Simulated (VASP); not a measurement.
Wanted: the native input for a VASP 6.6.1 run.

```
Task                   : single point
Functional             : PBE
Potentials or basis    : VASP PAW PBE potentials, release 64 (K_sv, I)
Cutoff                 : 520 eV
k mesh                 : 6 × 6 × 6
Occupations            : gaussian, width 0.05 eV
Spin                   : no spin polarisation
Dipole correction      : no
Further INCAR settings : ALGO = Normal; EDIFF = 1e-06; NBANDS = 15
```

The structure of KI lies in POSCAR:

```
KI
1.0
    0.0000000000      3.5245500000      3.5245500000
    3.5245500000      0.0000000000      3.5245500000
    3.5245500000      3.5245500000      0.0000000000
K I
1 1
Direct
   -0.0526636110      0.0526636110      0.0000000000
    0.5000000000      0.5000000000      0.5000000000
```

This cell differs from its parent crystal: all K atoms moved +0.263 Å, as atom 1 along Cartesian [1 -1 0].

The input as run:

INCAR

```
SYSTEM = KI
PREC     = Accurate       ! precision mode
ENCUT    = 520            ! plane-wave cutoff, eV
EDIFF    = 1E-6           ! SCF threshold, eV
ISMEAR   = 0              ! smearing method
SIGMA    = 0.05           ! smearing width, eV
LREAL    = .FALSE.        ! projectors in reciprocal space
LASPH    = .TRUE.         ! aspherical terms in the spheres
NELM     = 80             ! most SCF steps
ALGO     = Normal         ! electronic algorithm
ISIF     = 2              ! what is computed and relaxed
LWAVE    = .FALSE.        ! write WAVECAR
LCHARG   = .FALSE.        ! write CHGCAR
GGA      = PE             ! functional
NBANDS   = 15             ! bands
```

KPOINTS

```
Automatic mesh
0
G
  6 6 6
  0 0 0
```

Potentials or basis: VASP PAW PBE potentials, release 64 (K_sv, I).

The run is started by

```bash
$ cat potpaw_PBE.64/K_sv/POTCAR potpaw_PBE.64/I/POTCAR > POTCAR
$ mpirun -np 1 vasp_std > vasp.out
```

Results of the run:

```
Pressure               : 1.0 GPa
Largest force          : 0.309 eV/Å
Band gap on the k mesh : 3.99 eV, direct
```

Caveat: the cell differs from its parent crystal (all K atoms moved +0.263 Å, as atom 1 along Cartesian [1 -1 0]); spin-orbit coupling is left out, which moves the levels of the heavy elements.

Run time: 37 s on 1 thread of Intel(R) Xeon(R) Platinum 8559C (Emerald Rapids), on a shared host, peak memory 0.26 GiB.
